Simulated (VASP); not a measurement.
Crystal: NaF.

```
Na F
1.0
     0.00000    2.32000    2.32000
     2.32000    0.00000    2.32000
     2.32000    2.32000    0.00000
Na F
1 1
Direct
  0.00000 0.00000 0.00000
  0.50000 0.50000 0.50000
```

| Item | Value |
| --- | --- |
| Program | VASP 6.6.1 |
| Task | relaxation of cell and atoms |
| Functional | r2SCAN |
| Potentials or basis | VASP PAW PBE potentials, release 64 (Na_pv, F) |
| Cutoff | 600 eV |
| k mesh | 8 × 8 × 8 |
| Occupations | gaussian, width 0.02 eV |
| Spin | no spin polarisation |

At the start: pressure -2.3 GPa; volume 12.49 Å³/atom.

Problem. How do energy, volume and symmetry change on relaxing?

Solution. Over 5 steps the energy falls by 4.4 meV/atom and the volume is 11.95 Å³/atom (-4.3 %); space group Fm-3m (No. 225, to 0.05 Å).

The path:
| step | energy change (eV) | largest force (eV/Å) | pressure (GPa) | volume (Å³) |
| --- | --- | --- | --- | --- |
| 1 | 0.0000 | 0.0000 | -2.25 | 24.97 |
| 2 | -0.0069 | 0.0000 | -1.01 | 24.35 |
| 3 | -0.0083 | 0.0000 | -0.45 | 24.09 |
| 4 | -0.0082 | 0.0000 | 0.79 | 23.57 |
| 5 | -0.0087 | 0.0000 | -0.01 | 23.90 |

Final structure:
```
Na F
1.0
     0.00000    2.28619    2.28619
     2.28619    0.00000    2.28619
     2.28619    2.28619    0.00000
Na F
1 1
Direct
  0.00000 0.00000 0.00000
  0.50000 0.50000 0.50000
```

Caveat: the PAW data sets were made with another functional, which shifts forces and pressure a little.
